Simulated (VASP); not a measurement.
# Cu (P6_3/mmc) in VASP: a series of runs

The runs below take Cu through relaxation of cell and atoms, with r2SCAN.

Everything below comes from runs of VASP 6.6.1. Logs are shortened: lines on timing, memory, paths and dates and some standing lists are left out, and cuts for length are marked.

### 1 The cell of the first run

Symmetry: P6_3/mmc, No. 194, hexagonal system. Conventional cell: a = 2.534 Å, b = 2.534 Å, c = 4.113 Å, α = 90.00°, β = 90.00°, γ = 120.00°. Cu (site symmetry -6m2) has 12 Cu at 2.52 to 2.53 Å within 3.3 Å.

This isn't the form of Cu at room conditions, which is fcc.

### 2 Relaxation of cell and atoms, r2SCAN, target pressure 5 GPa, at which the enthalpy is minimised

File POSCAR:

```
Cu
1.0
    2.5341000000      0.0000000000      0.0000000000
   -1.2670500000      2.1945900000      0.0000000000
    0.0000000000      0.0000000000      4.1125700000
Cu
2
Direct
    0.3333333333      0.6666666667      0.2500000000
    0.6666666667      0.3333333333      0.7500000000
```

File INCAR.step1:

```
SYSTEM = Cu
PREC = Accurate
ENCUT = 600
ISMEAR = -1
SIGMA = 0.1
LREAL = .False.
LASPH = .True.
NELM = 80
GGA = PE
ALGO = Normal
EDIFF = 1E-4
LWAVE = .True.
LCHARG = .False.
```

File INCAR.step2:

```
SYSTEM = Cu
PREC = Accurate
ENCUT = 600
EDIFF = 1E-6
ISMEAR = -1
SIGMA = 0.1
LREAL = .False.
LASPH = .True.
NELM = 80
ALGO = Normal
ISIF = 3
LWAVE = .False.
LCHARG = .False.
METAGGA = R2SCAN
LMIXTAU = .True.
IBRION = 2
NSW = 80
EDIFFG = -0.05
PSTRESS = 50.0
ISTART = 1
```

File KPOINTS:

```
Automatic mesh
0
Gamma
  14 14 7
  0 0 0
```

Potentials or basis: VASP PAW PBE potentials, release 64 (Cu).

On the command line:

```
> cat potpaw_PBE.64/Cu/POTCAR > POTCAR
> cp INCAR.step1 INCAR
> mpirun -np 1 vasp_std > vasp.out
> cp INCAR.step2 INCAR
> mpirun -np 1 vasp_std > vasp.out
```

OUTCAR:

```text
SYSTEM = Cu
   PREC = Accurate
   ENCUT = 600
   EDIFF = 1E-6
   ISMEAR = -1
   LREAL = .False.
   LASPH = .True.
   NELM = 80
   ISIF = 3
   METAGGA = R2SCAN
   IBRION = 2
   NSW = 80
   EDIFFG = -0.05
   PSTRESS = 50.0
   ISTART = 1

 ion  position               nearest neighbor table
   1  0.333  0.667  0.250-   2 2.52   2 2.52   2 2.52   2 2.52   2 2.52   2 2.52
   2  0.667  0.333  0.750-   1 2.52   1 2.52   1 2.52   1 2.52   1 2.52   1 2.52

  LATTYP: Found a hexagonal cell.
 ALAT       =     2.5341000000
 C/A-ratio  =     1.6228917564

  Lattice vectors:

 A1 = (   2.5341000000,   0.0000000000,   0.0000000000)
 A2 = (  -1.2670500000,   2.1945900000,   0.0000000000)
 A3 = (   0.0000000000,   0.0000000000,   4.1125700000)

Analysis of symmetry for initial positions (statically):
=====================================================================
 Subroutine PRICEL returns:
 Original cell was already a primitive cell.

 Routine SETGRP: Setting up the symmetry group for a
 hexagonal supercell.

 Subroutine GETGRP returns: Found 24 space group operations
 (whereof 12 operations were pure point group operations)
 out of a pool of 24 trial point group operations.

The static configuration has the point symmetry D_3d.
 The point group associated with its full space group is D_6h.

Analysis of symmetry for dynamics (positions and initial velocities):
=====================================================================
 Subroutine PRICEL returns:
 Original cell was already a primitive cell.

 Routine SETGRP: Setting up the symmetry group for a
 hexagonal supercell.

 Subroutine GETGRP returns: Found 24 space group operations
 (whereof 12 operations were pure point group operations)
 out of a pool of 24 trial point group operations.

The dynamic configuration has the point symmetry D_3d.
 The point group associated with its full space group is D_6h.

 Subroutine INISYM returns: Found 24 space group operations
 (whereof 12 operations are pure point group operations),
 and found     1 'primitive' translations

----------------------------------------------------------------------------------------

                                     Primitive cell

  volume of cell :      22.8713

  direct lattice vectors                    reciprocal lattice vectors
     2.534100000  0.000000000  0.000000000     0.394617418  0.227832989  0.000000000
    -1.267050000  2.194590000  0.000000000     0.000000000  0.455665979  0.000000000
     0.000000000  0.000000000  4.112570000     0.000000000  0.000000000  0.243156955

  length of vectors
     2.534100000  2.534095691  4.112570000     0.455665204  0.455665979  0.243156955

  position of ions in fractional coordinates (direct lattice)
     0.333333333  0.666666667  0.250000000
     0.666666667  0.333333333  0.750000000

  ion indices of the primitive-cell ions
   primitive index   ion index
                 1           1
                 2           2

----------------------------------------------------------------------------------------

 KPOINTS: Automatic mesh

Automatic generation of k-mesh.
 Grid dimensions read from file:
 generate k-points for:   14   14    7

 Generating k-lattice:

  Cartesian coordinates                     Fractional coordinates (reciprocal lattice)
     0.028186958  0.016273785  0.000000000     0.071428571  0.000000000  0.000000000
     0.000000000  0.032547570  0.000000000     0.000000000  0.071428571  0.000000000
     0.000000000  0.000000000  0.034736708     0.000000000  0.000000000  0.142857143

  Length of vectors
     0.032547515  0.032547570  0.034736708

  Shift w.r.t. Gamma in fractional coordinates (k-lattice)
     0.000000000  0.000000000  0.000000000

 Subroutine IBZKPT returns following result:
 ===========================================

 Found     96 irreducible k-points:

 Following reciprocal coordinates:
            Coordinates               Weight
  0.000000  0.000000  0.000000      1.000000
  0.071429 -0.000000  0.000000      6.000000
  0.142857 -0.000000  0.000000      6.000000
  0.214286 -0.000000  0.000000      6.000000
  0.285714 -0.000000  0.000000      6.000000
  0.357143 -0.000000  0.000000      6.000000
[... 16 lines left out ...]
  0.285714  0.285714  0.000000      6.000000
  0.357143  0.285714  0.000000      6.000000
 [... further k-points ...]
   k-points           NKPTS =     96   k-points in BZ     NKDIM =     96   number of bands    NBANDS=     15
   number of dos      NEDOS =    301   number of ions     NIONS =      2
   total plane-waves  NPLWV =  14400
   dimension x,y,z NGX =    20 NGY =   20 NGZ =   36
   dimension x,y,z NGXF=    40 NGYF=   40 NGZF=   72
   ions per type =               2
   NGX,Y,Z   is equivalent  to a cutoff of  13.12, 13.12, 14.55 a.u.
   NGXF,Y,Z  is equivalent  to a cutoff of  26.24, 26.24, 29.11 a.u.
 SYSTEM =  Cu
   PREC   = accura    normal or accurate (medium, high low for compatibility)
   ISTART =      1    job   : 0-new  1-cont  2-samecut
   ICHARG =      0    charge: 1-file 2-atom 10-const
   ISPIN  =      1    spin polarized calculation?
   LNONCOLLINEAR =      F non collinear calculations
   LSORBIT =      F    spin-orbit coupling
   LASPH  =      T    aspherical Exc in radial PAW
   ENCUT  =  600.0 eV  44.10 Ry    6.64 a.u.   5.06  5.06  8.21*2*pi/ulx,y,z
   NELM   =     80;   NELMIN=  2; NELMDL=  0     # of ELM steps
   EDIFF  = 0.1E-05   stopping-criterion for ELM
   LREAL  =      F    real-space projection
   EDIFFG = -.5E-01   stopping-criterion for IOM
   NSW    =     80    number of steps for IOM
   IBRION =      2    ionic relax: 0-MD 1-quasi-New 2-CG
   NFREE  =      1    steps in history (QN), initial steepest desc. (CG)
   ISIF   =      3    stress and relaxation
   ISYM   =      2    0-nonsym 1-usesym 2-fastsym
   POTIM  = 0.5000    time-step for ionic-motion
   TEBEG  =    0.0;   TEEND  =   0.0 temperature during run
   PSTRESS=   50.0 pullay stress
   NELECT =      22.0000    total number of electrons
   NUPDOWN=      -1.0000    fix difference up-down
   EMIN   =  10.00;   EMAX   =-10.00  energy-range for DOS
   EFERMI =   0.00;   METHOD = LEGACY
   ISMEAR =    -1;   SIGMA  =   0.10  broadening in eV -4-tet -1-fermi 0-gaus
   EFERMI_NEDOS =   21; number of points for ismear=-14 and -15
   IALGO  =     38    algorithm
   IMIX   =      4    mixing-type and parameters
     AMIX     =   0.40;   BMIX     =  1.00
     AMIX_MAG =   1.60;   BMIX_MAG =  1.00
  volume/ion in A,a.u.               =      11.44        77.17
  Fermi-wavevector in a.u.,A,eV,Ry     =   1.616041  3.053874 35.532797  2.611587
  Thomas-Fermi vector in A             =   2.710691
   LORBIT       =      0    0 simple, 1 ext, 2 COOP (PROOUT), +10 PAW based schemes
   METAGGA = R2SCAN    functional components
   LHFCALC =     F    Hartree Fock is set to
   AEXX    =    0.0000 exact exchange contribution
   IVDW    =     0    specifies the selected vdW correction
   LEPSILON=     F    determine dielectric tensor
   LRPA    =     F    only Hartree local field effects (RPA)
 conjugate gradient relaxation of ions
 non-spin polarized calculation
  energy-cutoff  :      600.00
  volume of cell :       22.87
 maximum number of plane-waves:       777
   NGX = 11   NGY = 11   NGZ = 17

--------------------------------------- Ionic step        1  -------------------------------------------

 number of electron      21.9999994 magnetization

 Free energy of the ion-electron system (eV)
  ---------------------------------------------------
  ext. energy  EPLUGINS =         0.00000000
  ---------------------------------------------------
  free energy    TOTEN  =       -21.64152830 eV

  energy without entropy =      -21.62000989  energy(sigma->0) =      -21.63076909

------------------------ aborting loop because EDIFF is reached ----------------------------------------

  FORCE on cell =-STRESS in cart. coord.  units (eV):
  Direction    XX          YY          ZZ          XY          YZ          ZX
  --------------------------------------------------------------------------------------
  -------------------------------------------------------------------------------------
  Total        0.0826825      0.0826822      0.2623661      0.0000000     -0.0000000      0.0000000
  in kB        5.7920710      5.7920447     18.3792504      0.0000000     -0.0000000      0.0000000
  external PRESSURE =     -40.0122113 kB  Pullay stress =      50.0000000 kB
[... 61 lines left out ...]
  enthalpy is  TOTEN    =       -20.9297686208 eV   P V=        0.6846548075

--------------------------------------- Ionic step        3  -------------------------------------------

 number of electron      21.9999991 magnetization

 Free energy of the ion-electron system (eV)
  ---------------------------------------------------
  ext. energy  EPLUGINS =         0.00000000
  ---------------------------------------------------
  free energy    TOTEN  =       -21.63214298 eV

  energy without entropy =      -21.61060384  energy(sigma->0) =      -21.62137341

 E-fermi :   8.0590     XC(G=0): -14.1169

 val. band max:        8.0575290184   @ k =   0.5000  -0.0000   0.0000
 cond. band min:       8.0705913880   @ k =   0.2857   0.2143   0.2857
 fundamental gap:      0.0130623696
 Fermi energy:         8.0589868526

 k-point     1 :       0.0000    0.0000    0.0000
  band No.  band energies     occupation
      1      -2.0184      2.00000
      2       2.5349      2.00000
      3       4.7879      2.00000
      4       4.8329      2.00000
      5       4.8331      2.00000
      6       5.0671      2.00000
      7       5.0673      2.00000
      8       5.3601      2.00000
      9       5.3601      2.00000
     10       6.1919      2.00000
     11       6.1919      2.00000
     12       6.9167      1.99998
     13      12.4126      0.00000
     14      30.6414      0.00000
     15      31.6463      0.00000
[... 397 lines left out ...]
 k-point    24 :       0.3571    0.2857    0.0000
  band No.  band energies     occupation
      1       3.4660      2.00000
      2       3.5338      2.00000
      3       3.6445      2.00000
      4       3.9179      2.00000
      5       4.5701      2.00000
      6       4.6508      2.00000
      7       5.3111      2.00000
      8       6.0531      2.00000
      9       6.1719      2.00000
     10       6.1886      2.00000
     11      10.6292      0.00000
     12      11.3117      0.00000
     13      13.1347      0.00000
     14      18.9827      0.00000
     15      19.0260      0.00000

 [... further k-points ...]

------------------------ aborting loop because EDIFF is reached ----------------------------------------

  FORCE on cell =-STRESS in cart. coord.  units (eV):
  Direction    XX          YY          ZZ          XY          YZ          ZX
  --------------------------------------------------------------------------------------
  -------------------------------------------------------------------------------------
  Total        0.6525497      0.6525467      0.7800670      0.0000000      0.0000000      0.0000000
  in kB       46.7580604     46.7578479     55.8952352      0.0000000      0.0000000      0.0000000
  external PRESSURE =      -0.1962855 kB  Pullay stress =      50.0000000 kB
[... 17 lines left out ...]
  FREE ENERGIE OF THE ION-ELECTRON SYSTEM (eV)
  ---------------------------------------------------
  free  energy   TOTEN  =       -21.6321429779 eV

  energy  without entropy=      -21.6106038353  energy(sigma->0) =      -21.62137341

  enthalpy is  TOTEN    =       -20.9343491730 eV   P V=        0.6977938049

 reached required accuracy - stopping structural energy minimisation
```

Run time: 8.9 min. Hardware: 1 thread of Intel Xeon 8259CL, shared host; peak memory 0.17 GiB.

Results:

```yaml
Free_energy: -21.6321 eV
Relaxed_volume: 11.18 Å³/atom
Relaxed_cell: a = 2.513 Å, b = 2.513 Å, c = 4.088 Å, α = 90.00°, β = 90.00°, γ = 120.00°
Space_group_after_relaxing_to_0.1_Å: P6_3/mmc (No. 194)
Energy_change_on_relaxing_the_run_minimises_the_enthalpy: +4.7 meV/atom
Ionic_steps: 3
Pressure_after_relaxing: 5.0 GPa
Band_gap_on_the_k_mesh: zero (bands 11 and 12 overlap by 5.83 eV)
```

The path:
```csv
step,energy change (eV),largest force (eV/Å),pressure (GPa),volume (Å³)
1,0.0000,0.0000,1.00,22.87
2,0.0271,0.0000,8.60,21.94
3,0.0094,0.0000,4.98,22.36
```

Final structure:
```
Cu
1.0
     2.51307    0.00000    0.00000
    -1.25654    2.17638    0.00000
     0.00000    0.00000    4.08816
Cu
2
Cartesian
  0.0000 1.4509 1.0220
  1.2565 0.7255 3.0661
```

Levels at points of the mesh, in eV from the Fermi level:
```tsv
k point	band 9	band 10	band 11	band 12	band 13	band 14
(0.00, 0.00, 0.00)	-2.70	-1.87	-1.87	-1.14	4.35	22.58
(0.50, 0.00, 0.00)	-1.71	-1.65	0.00	1.78	8.43	8.99
```

Caveat: the cell is relaxed towards a set pressure, so the run minimises the enthalpy, not the energy; the PAW data sets were made with another functional, which shifts forces and pressure a little.

### 3 Relaxation of cell and atoms, r2SCAN, target pressure 10 GPa, at which the enthalpy is minimised

POSCAR is that of step 2.

File INCAR.step1:

```
SYSTEM = Cu
PREC     = Accurate       ! precision mode
ENCUT    = 600            ! plane-wave cutoff, eV
ISMEAR   = -1             ! smearing method
SIGMA    = 0.1            ! smearing width, eV
LREAL    = .FALSE.        ! projectors in reciprocal space
LASPH    = .TRUE.         ! aspherical terms in the spheres
NELM     = 100            ! most SCF steps
GGA      = PE             ! functional
ALGO     = Normal         ! electronic algorithm
EDIFF    = 1E-4           ! SCF threshold, eV
LWAVE    = .TRUE.         ! write WAVECAR
LCHARG   = .FALSE.        ! write CHGCAR
```

File INCAR.step2:

```
SYSTEM = Cu
PREC     = Accurate       ! precision mode
ENCUT    = 600            ! plane-wave cutoff, eV
EDIFF    = 1E-7           ! SCF threshold, eV
ISMEAR   = -1             ! smearing method
SIGMA    = 0.1            ! smearing width, eV
LREAL    = .FALSE.        ! projectors in reciprocal space
LASPH    = .TRUE.         ! aspherical terms in the spheres
NELM     = 100            ! most SCF steps
ALGO     = Normal         ! electronic algorithm
ISIF     = 3              ! what is computed and relaxed
LWAVE    = .FALSE.        ! write WAVECAR
LCHARG   = .FALSE.        ! write CHGCAR
METAGGA  = R2SCAN         ! meta-GGA
LMIXTAU  = .TRUE.       
IBRION   = 2              ! ionic algorithm
NSW      = 80             ! ionic steps
EDIFFG   = -0.05          ! ionic threshold
PSTRESS  = 100.0        
ISTART   = 1
```

File KPOINTS:

```
Automatic mesh
0
G
  14 14 7
  0 0 0
```

Potentials or basis: VASP PAW PBE potentials, release 64 (Cu).

On the command line:

```
> cat potpaw_PBE.64/Cu/POTCAR > POTCAR
> cp INCAR.step1 INCAR
> mpirun -np 1 vasp_std > vasp.out
> cp INCAR.step2 INCAR
> mpirun -np 1 vasp_std > vasp.out
```

It took 10 min on 1 thread of Intel Xeon 8259CL, shared host; peak memory 0.18 GiB.

Results (log left out):

| Quantity | Value |
| --- | --- |
| Free energy | -21.6062 eV |
| Relaxed volume | 10.90 Å³/atom |
| Relaxed cell | a = 2.492 Å, b = 2.492 Å, c = 4.053 Å, α = 90.00°, β = 90.00°, γ = 120.00° |
| Space group after relaxing (to 0.1 Å) | P6_3/mmc (No. 194) |
| Energy change on relaxing (the run minimises the enthalpy) | +17.6 meV/atom |
| Ionic steps | 3 |
| Pressure after relaxing | 9.9 GPa |
| Band gap on the k mesh | zero (bands 11 and 12 overlap by 5.92 eV) |

Stress tensor (GPa, compression positive):
```
 9.60  0.00  0.00
 0.00  9.60  0.00
 0.00  0.00 10.64
```

The path:
```tsv
step	energy change (eV)	largest force (eV/Å)	pressure (GPa)	volume (Å³)
1	0.0000	0.0000	1.04	22.87
2	0.1267	0.0000	20.38	20.82
3	0.0353	0.0000	9.95	21.80
```

Final structure:
```
Cu
1.0
     2.49203    0.00000    0.00000
    -1.24601    2.15815    0.00000
     0.00000    0.00000    4.05345
Cu
2
Cartesian
  0.0000 1.4388 1.0134
  1.2460 0.7194 3.0401
```

Levels at points of the mesh, in eV from the Fermi level:
```
           k point  band 8  band 9  band 10  band 11  band 12  band 13  band 14  band 15
(0.00, 0.00, 0.00)   -2.77   -2.77    -1.90    -1.90    -1.22     4.50    22.79    24.00
(0.50, 0.00, 0.00)   -1.79   -1.74    -1.68    -0.01     1.83     8.56     9.16    11.58
```

Caveat: the cell is relaxed towards a set pressure, so the run minimises the enthalpy, not the energy; the PAW data sets were made with another functional, which shifts forces and pressure a little.
